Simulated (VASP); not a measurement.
# GaCo (P4mm) in VASP: single point with PBEsol

Aim: the single point of GaCo with PBEsol.

Everything below comes from runs of VASP 6.6.1. Logs are shortened: lines on timing, memory, paths and dates and some standing lists are left out, and cuts for length are marked.

### Step 1. The cell of the first run

Symmetry: P4mm, No. 99, tetragonal system. Conventional cell: a = 2.883 Å, b = 2.883 Å, c = 2.883 Å, α = 90.00°, β = 90.00°, γ = 90.00°. Within 3.2 Å of Ga (site symmetry 4mm) lie 8 Co at 2.44 to 2.56 Å and 6 Ga at 2.88 Å. Within 3.2 Å of Co (site symmetry 4mm) lie 8 Ga at 2.44 to 2.56 Å and 6 Co at 2.88 Å.

### Step 2. Single point, PBEsol (atom 2 (Co) moved by (+0.000, -0.100) A along [1 1 0] and z)

INCAR

```
ALGO = Fast ; EDIFF = 1E-6
ENCUT = 520 ; GGA = PS
ISIF = 2 ; ISMEAR = 0
LASPH = True ; LCHARG = False
LREAL = False ; LWAVE = False
NBANDS = 18 ; NELM = 60
PREC = Accurate ; SIGMA = 0.15
```

KPOINTS

```
k-points
0
Gamma
  16 16 16
```

POSCAR

```
GaCo
1.0
    2.8831000000      0.0000000000      0.0000000000
    0.0000000000      2.8831000000      0.0000000000
    0.0000000000      0.0000000000      2.8831000000
Ga Co
1 1
Direct
    0.5000000000      0.5000000000      0.5000000000
    0.0000000000      0.0000000000     -0.0346848878
```

Potentials or basis: VASP PAW PBE potentials, release 64 (Ga_d, Co).

The run is started by

```bash
$ cat potpaw_PBE.64/Ga_d/POTCAR potpaw_PBE.64/Co/POTCAR > POTCAR
$ mpirun -np 1 vasp_std > vasp.out
```

OUTCAR:

```text
EDIFF = 1E-6
   ENCUT = 520
   GGA = PS
   ISIF = 2
   ISMEAR = 0
   LASPH = True
   LREAL = False
   NELM = 60
   PREC = Accurate

 ion  position               nearest neighbor table
   1  0.500  0.500  0.500-   2 2.44   2 2.44   2 2.44   2 2.44   2 2.56   2 2.56   2 2.56   2 2.56

   2  0.000  0.000  0.965-   1 2.44   1 2.44   1 2.44   1 2.44   1 2.56   1 2.56   1 2.56   1 2.56

  LATTYP: Found a simple cubic cell.
 ALAT       =     2.8831000000

  Lattice vectors:

 A1 = (   2.8831000000,   0.0000000000,   0.0000000000)
 A2 = (   0.0000000000,   2.8831000000,   0.0000000000)
 A3 = (   0.0000000000,   0.0000000000,   2.8831000000)

Analysis of symmetry for initial positions (statically):
=====================================================================
 Subroutine PRICEL returns:
 Original cell was already a primitive cell.

 Routine SETGRP: Setting up the symmetry group for a
 simple cubic supercell.

 Subroutine GETGRP returns: Found  8 space group operations
 (whereof  8 operations were pure point group operations)
 out of a pool of 48 trial point group operations.

The static configuration has the point symmetry C_4v.

Analysis of symmetry for dynamics (positions and initial velocities):
=====================================================================
 Subroutine PRICEL returns:
 Original cell was already a primitive cell.

 Routine SETGRP: Setting up the symmetry group for a
 simple cubic supercell.

 Subroutine GETGRP returns: Found  8 space group operations
 (whereof  8 operations were pure point group operations)
 out of a pool of 48 trial point group operations.

The dynamic configuration has the point symmetry C_4v.

 Subroutine INISYM returns: Found  8 space group operations
 (whereof  8 operations are pure point group operations),
 and found     1 'primitive' translations

----------------------------------------------------------------------------------------

                                     Primitive cell

  volume of cell :      23.9651

  direct lattice vectors                    reciprocal lattice vectors
     2.883100000  0.000000000  0.000000000     0.346848878  0.000000000  0.000000000
     0.000000000  2.883100000  0.000000000     0.000000000  0.346848878  0.000000000
     0.000000000  0.000000000  2.883100000     0.000000000  0.000000000  0.346848878

  length of vectors
     2.883100000  2.883100000  2.883100000     0.346848878  0.346848878  0.346848878

  position of ions in fractional coordinates (direct lattice)
     0.500000000  0.500000000  0.500000000
     0.000000000  0.000000000  0.965315112

  ion indices of the primitive-cell ions
   primitive index   ion index
                 1           1
                 2           2

----------------------------------------------------------------------------------------

 KPOINTS: k-points

Automatic generation of k-mesh.
 Grid dimensions read from file:
 generate k-points for:   16   16   16

 Generating k-lattice:

  Cartesian coordinates                     Fractional coordinates (reciprocal lattice)
     0.021678055  0.000000000  0.000000000     0.062500000  0.000000000  0.000000000
     0.000000000  0.021678055  0.000000000     0.000000000  0.062500000  0.000000000
     0.000000000  0.000000000  0.021678055     0.000000000  0.000000000  0.062500000

  Length of vectors
     0.021678055  0.021678055  0.021678055

  Shift w.r.t. Gamma in fractional coordinates (k-lattice)
     0.000000000  0.000000000  0.000000000

 Subroutine IBZKPT returns following result:
 ===========================================

 Found    405 irreducible k-points:

 Following reciprocal coordinates:
            Coordinates               Weight
  0.000000  0.000000  0.000000      1.000000
  0.062500  0.000000  0.000000      4.000000
  0.000000  0.000000  0.062500      2.000000
  0.125000  0.000000  0.000000      4.000000
  0.000000  0.000000  0.125000      2.000000
  0.187500  0.000000  0.000000      4.000000
[... 16 lines left out ...]
  0.187500  0.062500  0.000000      8.000000
  0.000000  0.187500  0.062500      8.000000
 [... further k-points ...]
   k-points           NKPTS =    405   k-points in BZ     NKDIM =    405   number of bands    NBANDS=     18
   number of dos      NEDOS =    301   number of ions     NIONS =      2
   total plane-waves  NPLWV =  13824
   dimension x,y,z NGX =    24 NGY =   24 NGZ =   24
   dimension x,y,z NGXF=    48 NGYF=   48 NGZF=   48
   ions per type =               1   1
   NGX,Y,Z   is equivalent  to a cutoff of  13.84, 13.84, 13.84 a.u.
   NGXF,Y,Z  is equivalent  to a cutoff of  27.68, 27.68, 27.68 a.u.
 SYSTEM =  unknown system
   PREC   = accura    normal or accurate (medium, high low for compatibility)
   ISTART =      0    job   : 0-new  1-cont  2-samecut
   ICHARG =      2    charge: 1-file 2-atom 10-const
   ISPIN  =      1    spin polarized calculation?
   LNONCOLLINEAR =      F non collinear calculations
   LSORBIT =      F    spin-orbit coupling
   LASPH  =      T    aspherical Exc in radial PAW
   ENCUT  =  520.0 eV  38.22 Ry    6.18 a.u.   5.36  5.36  5.36*2*pi/ulx,y,z
   NELM   =     60;   NELMIN=  2; NELMDL= -5     # of ELM steps
   EDIFF  = 0.1E-05   stopping-criterion for ELM
   LREAL  =      F    real-space projection
   EDIFFG = 0.1E-04   stopping-criterion for IOM
   NSW    =      0    number of steps for IOM
   IBRION =     -1    ionic relax: 0-MD 1-quasi-New 2-CG
   NFREE  =      0    steps in history (QN), initial steepest desc. (CG)
   ISIF   =      2    stress and relaxation
   ISYM   =      2    0-nonsym 1-usesym 2-fastsym
   POTIM  = 0.5000    time-step for ionic-motion
   TEBEG  =    0.0;   TEEND  =   0.0 temperature during run
   PSTRESS=    0.0 pullay stress
   NELECT =      22.0000    total number of electrons
   NUPDOWN=      -1.0000    fix difference up-down
   EMIN   =  10.00;   EMAX   =-10.00  energy-range for DOS
   EFERMI =   0.00;   METHOD = LEGACY
   ISMEAR =     0;   SIGMA  =   0.15  broadening in eV -4-tet -1-fermi 0-gaus
   EFERMI_NEDOS =   21; number of points for ismear=-14 and -15
   IALGO  =     68    algorithm
   IMIX   =      4    mixing-type and parameters
     AMIX     =   0.40;   BMIX     =  1.00
     AMIX_MAG =   1.60;   BMIX_MAG =  1.00
  volume/ion in A,a.u.               =      11.98        80.86
  Fermi-wavevector in a.u.,A,eV,Ry     =   1.591070  3.006687 34.443210  2.531504
  Thomas-Fermi vector in A             =   2.689667
   LORBIT       =      0    0 simple, 1 ext, 2 COOP (PROOUT), +10 PAW based schemes
   GGA     = PS    functional components
   LHFCALC =     F    Hartree Fock is set to
   AEXX    =    0.0000 exact exchange contribution
   IVDW    =     0    specifies the selected vdW correction
   LEPSILON=     F    determine dielectric tensor
   LRPA    =     F    only Hartree local field effects (RPA)
 non-spin polarized calculation
 RMM-DIIS sequential band-by-band and
 Gauss-broadening in eV      SIGMA  =   0.15
  energy-cutoff  :      520.00
  volume of cell :       23.97
 maximum number of plane-waves:       662
 NGX is ok and might be reduce to    24
   NGX = 11   NGY = 11   NGZ = 11

 number of electron      22.0000019 magnetization

 Free energy of the ion-electron system (eV)
  ---------------------------------------------------
  ext. energy  EPLUGINS =         0.00000000
  ---------------------------------------------------
  free energy    TOTEN  =       -11.72522464 eV

  energy without entropy =      -11.71046783  energy(sigma->0) =      -11.71784624

 E-fermi :   9.5225     XC(G=0): -13.3150

 val. band max:        9.5193026670   @ k =   0.3125   0.0000   0.5000
 cond. band min:       9.5247417742   @ k =   0.4375   0.4375   0.1250
 fundamental gap:      0.0054391072
 Fermi energy:         9.5225331364

 k-point     1 :       0.0000    0.0000    0.0000
  band No.  band energies     occupation
      1      -5.5470      2.00000
      2      -5.5469      2.00000
      3      -5.2037      2.00000
      4      -5.2022      2.00000
      5      -5.2022      2.00000
      6      -2.5130      2.00000
[... 10 lines left out ...]
     17      21.8717      0.00000
     18      32.3762      0.00000

 k-point     2 :       0.0625    0.0000    0.0000
  band No.  band energies     occupation
      1      -5.5450      2.00000
      2      -5.5365      2.00000
      3      -5.2075      2.00000
      4      -5.2061      2.00000
      5      -5.2014      2.00000
      6      -2.4395      2.00000
[... 10 lines left out ...]
     17      22.2770      0.00000
     18      31.6913      0.00000

 k-point     3 :       0.0000    0.0000    0.0625
  band No.  band energies     occupation
      1      -5.5448      2.00000
      2      -5.5367      2.00000
      3      -5.2060      2.00000
      4      -5.2060      2.00000
      5      -5.2029      2.00000
      6      -2.4395      2.00000
[... 10 lines left out ...]
     17      22.2406      0.00000
     18      31.9655      0.00000

 k-point     4 :       0.1250    0.0000    0.0000
  band No.  band energies     occupation
      1      -5.5392      2.00000
      2      -5.5072      2.00000
      3      -5.2183      2.00000
      4      -5.2169      2.00000
      5      -5.1991      2.00000
      6      -2.2186      2.00000
[... 375 lines left out ...]
      4      -5.2166      2.00000
      5      -5.2040      2.00000
      6      -2.1457      2.00000
[... 10 lines left out ...]
     17      23.7955      0.00000
     18      28.9869      0.00000

 k-point    23 :       0.1875    0.0625    0.0000
  band No.  band energies     occupation
      1      -5.5230      2.00000
      2      -5.4592      2.00000
      3      -5.2403      2.00000
      4      -5.2330      2.00000
      5      -5.1997      2.00000
      6      -1.7781      2.00000
[... 10 lines left out ...]
     17      25.9703      0.00000
     18      27.3467      0.00000

 k-point    24 :       0.0000    0.1875    0.0625
  band No.  band energies     occupation
      1      -5.5230      2.00000
      2      -5.4593      2.00000
      3      -5.2391      2.00000
      4      -5.2341      2.00000
      5      -5.1997      2.00000
      6      -1.7781      2.00000
[... 10 lines left out ...]
     17      25.9492      0.00000
     18      27.4233      0.00000

 [... further k-points ...]

------------------------ aborting loop because EDIFF is reached ----------------------------------------

  FORCE on cell =-STRESS in cart. coord.  units (eV):
  Direction    XX          YY          ZZ          XY          YZ          ZX
  --------------------------------------------------------------------------------------
  -------------------------------------------------------------------------------------
  Total       -1.0351860     -1.0351860     -1.1305672      0.0000000      0.0000000      0.0000000
  in kB      -69.2069740    -69.2069740    -75.5836499      0.0000000      0.0000000      0.0000000
  external PRESSURE =     -71.3325326 kB  Pullay stress =       0.0000000 kB

 VOLUME and BASIS-vectors are now :
 -----------------------------------------------------------------------------
  energy-cutoff  :      520.00
  volume of cell :       23.97
      direct lattice vectors                 reciprocal lattice vectors
     2.883100000  0.000000000  0.000000000     0.346848878  0.000000000  0.000000000
     0.000000000  2.883100000  0.000000000     0.000000000  0.346848878  0.000000000
     0.000000000  0.000000000  2.883100000     0.000000000  0.000000000  0.346848878

 POSITION                                       TOTAL-FORCE (eV/Angst)
 -----------------------------------------------------------------------------------
      1.44155      1.44155      1.44155         0.000000      0.000000     -0.565621
      0.00000      0.00000      2.78310        -0.000000      0.000000      0.565621
 -----------------------------------------------------------------------------------
    total drift:                                0.000000      0.000000      0.000337

  FREE ENERGIE OF THE ION-ELECTRON SYSTEM (eV)
  ---------------------------------------------------
  free  energy   TOTEN  =       -11.7252246437 eV

  energy  without entropy=      -11.7104678317  energy(sigma->0) =      -11.71784624
```

It took 94 s on 1 thread of Intel Xeon Platinum 8488C (Sapphire Rapids), shared host; peak memory 0.29 GiB.

Results:

```
Free energy            : -11.7252 eV
Pressure               : -7.1 GPa
Largest force          : 0.566 eV/Å
Band gap on the k mesh : zero (band 11 reaches 10.81 eV, above the bottom of band 12 at 9.28 eV)
```

Forces on the atoms (eV/Å):
```
Ga   0.000  0.000 -0.566
Co   0.000  0.000  0.566
```

Caveat: the cell differs from its parent crystal (atom 2 (Co) moved by (+0.000, -0.100) A along [1 1 0] and z); the PAW data sets were made with another functional, which shifts forces and pressure a little.
